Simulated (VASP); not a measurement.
Wanted: the native input for a VASP 6.6.1 run.

* Task: single point
* Functional: PBEsol
* Potentials or basis: VASP PAW PBE potentials, release 64 (Ga_d, P, As)
* Cutoff: 520 eV
* k mesh: 1 × 1 × 1, shifted
* Occupations: fermi-dirac, width 0.05 eV
* Spin: no spin polarisation
* Dipole correction: no
* Further INCAR settings: LREAL = Auto; ALGO = Normal; EDIFF = 1e-06; NBANDS = 486; ISYM = 0

The structure of Ga16AsP15 lies in POSCAR:

```
Ga16AsP15
1.0
   11.5165107371     -0.0000000011      0.0000000000
   -0.0000019992     13.3147593203      0.0000000000
    0.0000000000      0.0000000000     12.6734358857
Ga P As
48 45 3
Direct
    0.9992970000      0.1667380000      0.9996640000
    0.9959930000      0.1684540000      0.5018220000
    0.3339500000      0.1668270000      0.9984320000
    0.3372710000      0.1692550000      0.4969250000
    0.1662300000      0.4169800000      0.0007730000
    0.1667410000      0.4164200000      0.5003860000
    0.9999230000      0.6662270000      0.0006230000
    0.9994160000      0.6655670000      0.5003030000
    0.6671810000      0.1666910000      0.0006750000
    0.6671470000      0.1665250000      0.5004030000
    0.5007650000      0.4170210000      0.0008950000
    0.5008150000      0.4171920000      0.5001500000
    0.3334160000      0.6662920000      0.0003320000
    0.3338440000      0.6650270000      0.5007120000
    0.1666880000      0.9152710000      0.9992910000
    0.1661670000      0.9117930000      0.5022590000
    0.8334390000      0.4163120000      0.0003840000
    0.8328890000      0.4169810000      0.5005800000
    0.6670780000      0.6665480000      0.0003310000
    0.6671370000      0.6665200000      0.5007340000
    0.5003740000      0.9158150000      0.9953930000
    0.4999890000      0.9165180000      0.4995910000
    0.8332720000      0.9163460000      0.0004420000
    0.8341590000      0.9165690000      0.5008100000
    0.1662020000      0.0827910000      0.2438140000
    0.1620370000      0.0808650000      0.7515500000
    0.9995090000      0.3325160000      0.2506630000
    0.9997840000      0.3334690000      0.7506910000
    0.4999960000      0.0877030000      0.2507150000
    0.5043930000      0.0812330000      0.7512590000
    0.3324750000      0.3346860000      0.2490860000
    0.3331730000      0.3386880000      0.7525470000
    0.1655030000      0.5827710000      0.2505740000
    0.1655300000      0.5839600000      0.7503810000
    0.9994860000      0.8333610000      0.2501240000
    0.9984520000      0.8321720000      0.7507640000
    0.8328340000      0.0832480000      0.2504260000
    0.8325620000      0.0835030000      0.7507750000
    0.6669510000      0.3342040000      0.2505900000
    0.6661480000      0.3333740000      0.7505920000
    0.4998670000      0.5835460000      0.2504560000
    0.5003240000      0.5839870000      0.7506260000
    0.3286430000      0.8305880000      0.2521910000
    0.3330110000      0.8325910000      0.7495360000
    0.8336090000      0.5824950000      0.2502230000
    0.8330210000      0.5824230000      0.7506730000
    0.6707750000      0.8308260000      0.2523660000
    0.6674970000      0.8324780000      0.7491430000
    0.9988150000      0.1666910000      0.1859130000
    0.9983920000      0.1668770000      0.6881900000
    0.3332170000      0.1683500000      0.1853340000
    0.1652670000      0.4167770000      0.1872870000
    0.1657560000      0.4178080000      0.6872360000
    0.9997250000      0.6667270000      0.1873860000
    0.9989390000      0.6662730000      0.6870970000
    0.6675900000      0.1681440000      0.1872120000
    0.6676680000      0.1670500000      0.6869970000
    0.5004030000      0.4171220000      0.1873760000
    0.5007440000      0.4179900000      0.6871270000
    0.3323780000      0.6652240000      0.1872690000
    0.3332090000      0.6659700000      0.6872730000
    0.1657450000      0.9152190000      0.1856350000
    0.1653230000      0.9147040000      0.6883310000
    0.8339240000      0.4163850000      0.1871850000
    0.8331610000      0.4162000000      0.6873650000
    0.6674970000      0.6655430000      0.1872180000
    0.6673370000      0.6660800000      0.6872250000
    0.5006520000      0.9154570000      0.6866970000
    0.8338760000      0.9167420000      0.1872800000
    0.8336120000      0.9171270000      0.6872760000
    0.1658630000      0.0825400000      0.9380640000
    0.9990840000      0.3339820000      0.4375390000
    0.9999340000      0.3333080000      0.9371960000
    0.5014470000      0.0834710000      0.4367660000
    0.5010060000      0.0831560000      0.9370480000
    0.3339530000      0.3353160000      0.4357510000
    0.3333030000      0.3345090000      0.9385070000
    0.1663230000      0.5828500000      0.4373840000
    0.1663450000      0.5832550000      0.9372540000
    0.9991040000      0.8316460000      0.4370350000
    0.9991830000      0.8325210000      0.9372830000
    0.8323820000      0.0828510000      0.4371530000
    0.8328550000      0.0828080000      0.9373510000
    0.6666970000      0.3330270000      0.4374270000
    0.6665090000      0.3330830000      0.9373400000
    0.5007030000      0.5833210000      0.4371710000
    0.5001380000      0.5833080000      0.9374780000
    0.3331690000      0.8312740000      0.4385060000
    0.3329240000      0.8322750000      0.9358010000
    0.8327060000      0.5828860000      0.4370380000
    0.8332400000      0.5827680000      0.9374570000
    0.6674080000      0.8329750000      0.4385370000
    0.6675370000      0.8325100000      0.9357990000
    0.3335490000      0.1674990000      0.6881700000
    0.4998770000      0.9161200000      0.1870710000
    0.1659170000      0.0823480000      0.4353890000
```

These files were run (other wordings do the same):

INCAR

```
PREC = Accurate
ENCUT = 520
EDIFF = 1E-6
ISMEAR = -1
SIGMA = 0.05
LREAL = Auto
LASPH = T
NELM = 100
ALGO = Normal
ISIF = 2
LWAVE = F
LCHARG = T
GGA = PS
LELF = T
LVHAR = T
NBANDS = 486
ISYM = 0
LUSENCCL = F
```

KPOINTS

```
Automatic mesh
0
Gamma
  1 1 1
  0.25 0.25 0.25
```

Potentials or basis: VASP PAW PBE potentials, release 64 (Ga_d, P, As).

Launch:

```sh
$ cat potpaw_PBE.64/Ga_d/POTCAR potpaw_PBE.64/P/POTCAR potpaw_PBE.64/As/POTCAR > POTCAR
$ mpirun -np 1 vasp_std > vasp.out
```

Results of the run:

- Pressure: -0.1 GPa
- Largest force: 0.040 eV/Å
- Band gap on the k mesh: 1.58 eV

Caveat: the PAW data sets were made with another functional, which shifts forces and pressure a little; a shifted mesh leaves out Γ, where band edges can lie.

It took 5.7 min on 1 × NVIDIA H100 80GB with 1 thread of AMD EPYC 7R13 Processor (Zen 3) (shared host), peak memory 3.6 GiB.
